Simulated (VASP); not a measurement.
# Cs (I4_1/amd) in VASP: notebook, part 2 of 2

VASP 6.6.1. Earlier steps stand in the parts before.

**4. Single point, LDA (127.68 Å³/atom)**

This run uses another cell than the first one, of 127.68 Å³/atom.

Input file INCAR:

```
PREC = Accurate
ENCUT = 520
EDIFF = 1E-6
ISMEAR = -1
SIGMA = 0.03
LREAL = F
LASPH = T
NELM = 80
ALGO = Normal
ISIF = 2
LWAVE = F
LCHARG = T
LELF = T
LVHAR = T
NBANDS = 16
```

Input file KPOINTS:

```
Automatic mesh
0
Gamma
  9 9 9
```

Input file POSCAR:

```
Cs
1.0
   -2.5707596849      2.5707596849      9.6596187484
    2.5707596849     -2.5707596849      9.6596187484
    2.5707596849      2.5707596849     -9.6596187484
Cs
2
Direct
    0.2500000000      0.7500000000      0.5000000000
    0.5000000000      0.5000000000      0.0000000000
```

Potentials or basis: VASP PAW LDA potentials, release 64 (Cs_sv).

Launch:

```
$ cat potpaw_LDA.64/Cs_sv/POTCAR > POTCAR
$ mpirun -np 1 vasp_std > vasp.out
```

OUTCAR:

```text
PREC = Accurate
   ENCUT = 520
   EDIFF = 1E-6
   ISMEAR = -1
   LREAL = F
   LASPH = T
   NELM = 80
   ISIF = 2

 ion  position               nearest neighbor table
   1  0.250  0.750  0.500-
   2  0.500  0.500  0.000-

  LATTYP: Found a body centered tetragonal cell.
 ALAT       =     5.1415193698
 C/A-ratio  =     3.7574958115

  Lattice vectors:

 A1 = (  -2.5707596849,   2.5707596849,   9.6596187484)
 A2 = (   2.5707596849,  -2.5707596849,   9.6596187484)
 A3 = (   2.5707596849,   2.5707596849,  -9.6596187484)

Analysis of symmetry for initial positions (statically):
=====================================================================
 Subroutine PRICEL returns:
 Original cell was already a primitive cell.

 Routine SETGRP: Setting up the symmetry group for a
 body centered tetragonal supercell.

 Subroutine GETGRP returns: Found 16 space group operations
 (whereof  8 operations were pure point group operations)
 out of a pool of 16 trial point group operations.

The static configuration has the point symmetry D_2d.
 The point group associated with its full space group is D_4h.

Analysis of symmetry for dynamics (positions and initial velocities):
=====================================================================
 Subroutine PRICEL returns:
 Original cell was already a primitive cell.

 Routine SETGRP: Setting up the symmetry group for a
 body centered tetragonal supercell.

 Subroutine GETGRP returns: Found 16 space group operations
 (whereof  8 operations were pure point group operations)
 out of a pool of 16 trial point group operations.

The dynamic configuration has the point symmetry D_2d.
 The point group associated with its full space group is D_4h.

[... 105 lines left out ...]
   ISYM   =      2    0-nonsym 1-usesym 2-fastsym
   POTIM  = 0.5000    time-step for ionic-motion
   TEBEG  =    0.0;   TEEND  =   0.0 temperature during run
   PSTRESS=    0.0 pullay stress
   NELECT =      18.0000    total number of electrons
   NUPDOWN=      -1.0000    fix difference up-down
   EMIN   =  10.00;   EMAX   =-10.00  energy-range for DOS
   EFERMI =   0.00;   METHOD = LEGACY
   ISMEAR =    -1;   SIGMA  =   0.03  broadening in eV -4-tet -1-fermi 0-gaus
   EFERMI_NEDOS =   21; number of points for ismear=-14 and -15
   IALGO  =     38    algorithm
   IMIX   =      4    mixing-type and parameters
     AMIX     =   0.40;   BMIX     =  1.00
     AMIX_MAG =   1.60;   BMIX_MAG =  1.00
  volume/ion in A,a.u.               =     127.68       861.61
  Fermi-wavevector in a.u.,A,eV,Ry     =   0.676267  1.277959  6.222443  0.457337
  Thomas-Fermi vector in A             =   1.753529
   LORBIT       =      0    0 simple, 1 ext, 2 COOP (PROOUT), +10 PAW based schemes
   GGA     = CA    functional components
   LHFCALC =     F    Hartree Fock is set to
   AEXX    =    0.0000 exact exchange contribution
   IVDW    =     0    specifies the selected vdW correction
   LEPSILON=     F    determine dielectric tensor
   LRPA    =     F    only Hartree local field effects (RPA)
 non-spin polarized calculation
  energy-cutoff  :      520.00
  volume of cell :      255.35
 maximum number of plane-waves:      6932
 NGX is ok and might be reduce to    80
   NGX = 39   NGY = 39   NGZ = 39

 number of electron      18.0000001 magnetization

 Free energy of the ion-electron system (eV)
  ---------------------------------------------------
  ext. energy  EPLUGINS =         0.00000000
  ---------------------------------------------------
  free energy    TOTEN  =        -1.80716936 eV

  energy without entropy =       -1.80050310  energy(sigma->0) =       -1.80383623

 E-fermi :   0.0548     XC(G=0):  -5.2660

 val. band max:        0.0226411183   @ k =   0.2222   0.2222   0.1111
 cond. band min:       0.0656839395   @ k =  -0.3333   0.3333   0.2222
 fundamental gap:      0.0430428212
 Fermi energy:         0.0547717185

 k-point     1 :       0.0000    0.0000    0.0000
  band No.  band energies     occupation
      1     -23.8928      2.00000
      2     -23.8889      2.00000
      3     -10.7436      2.00000
      4     -10.6351      2.00000
      5     -10.6313      2.00000
      6     -10.6313      2.00000
[... 433 lines left out ...]
      3     -10.7462      2.00000
      4     -10.7455      2.00000
      5     -10.7397      2.00000
      6     -10.7389      2.00000
[... 8 lines left out ...]
     15       2.3155      0.00000
     16       2.3397      0.00000

 [... further k-points ...]
[... 5 lines left out ...]
  --------------------------------------------------------------------------------------
  -------------------------------------------------------------------------------------
  Total       -0.4762463     -0.4762463     -0.6757780      0.0000000     -0.0000000      0.0000000
  in kB       -2.9881281     -2.9881281     -4.2400571      0.0000000     -0.0000000      0.0000000
  external PRESSURE =      -3.4054378 kB  Pullay stress =       0.0000000 kB

 VOLUME and BASIS-vectors are now :
 -----------------------------------------------------------------------------
  energy-cutoff  :      520.00
  volume of cell :      255.35
      direct lattice vectors                 reciprocal lattice vectors
    -2.570759685  2.570759685  9.659618748     0.000000000  0.194495037  0.051761877
     2.570759685 -2.570759685  9.659618748     0.194495037  0.000000000  0.051761877
     2.570759685  2.570759685 -9.659618748     0.194495037  0.194495037  0.000000000

 POSITION                                       TOTAL-FORCE (eV/Angst)
 -----------------------------------------------------------------------------------
      2.57076      0.00000      4.82981         0.000000     -0.000000     -0.000000
      0.00000      0.00000      9.65962        -0.000000      0.000000      0.000000
 -----------------------------------------------------------------------------------
    total drift:                                0.000000     -0.000000      0.000000

  FREE ENERGIE OF THE ION-ELECTRON SYSTEM (eV)
  ---------------------------------------------------
  free  energy   TOTEN  =        -1.8071693642 eV

  energy  without entropy=       -1.8005031001  energy(sigma->0) =       -1.80383623
```

stdout:

```text
POSCAR found type information on POSCAR Cs
 POSCAR found :  1 types and       2 ions
 scaLAPACK will be used
 LDA part: xc-table for (Slater(with rela. corr.)+CA(PZ))
 , standard interpolation
 POSCAR, INCAR and KPOINTS ok, starting setup
 FFT: planning ... GRIDC
 FFT: planning ... GRID_SOFT
 FFT: planning ... GRID
 WAVECAR not read
 entering main loop
```

Run time: 9.1 min. Hardware: 1 thread of Intel Xeon 6975P-C (Granite Rapids), shared host; peak memory 0.76 GiB.

Results:

```yaml
Free_energy: -1.8072 eV
Pressure: -0.3 GPa
Band_gap_on_the_k_mesh: zero (bands 9 and 10 overlap by 1.56 eV)
```

Caveat: spin-orbit coupling is left out, which moves the levels of the heavy elements.

**5. Overview**

| cell | gap on the mesh (eV) | pressure (GPa) |
| --- | --- | --- |
| a = 10.046 Å, angles 151.2, 151.2, 41.2°, 2 atoms | none | -0.3 |
| a = 10.184 Å, angles 151.2, 151.2, 41.2°, 2 atoms | none | -0.3 |
| a = 10.321 Å, angles 151.2, 151.2, 41.2°, 2 atoms | none | -0.3 |

Alike in all rows: task single point; level LDA; potentials or basis VASP PAW LDA potentials, release 64 (Cs_sv); no spin polarisation; k mesh 9 × 9 × 9; cutoff (eV) 520; smearing fermi-dirac 0.03 eV.

Caveats: spin-orbit coupling is left out, which moves the levels of the heavy elements.

Total energies depend on the potentials used, so only differences within one code and one set of settings carry meaning.
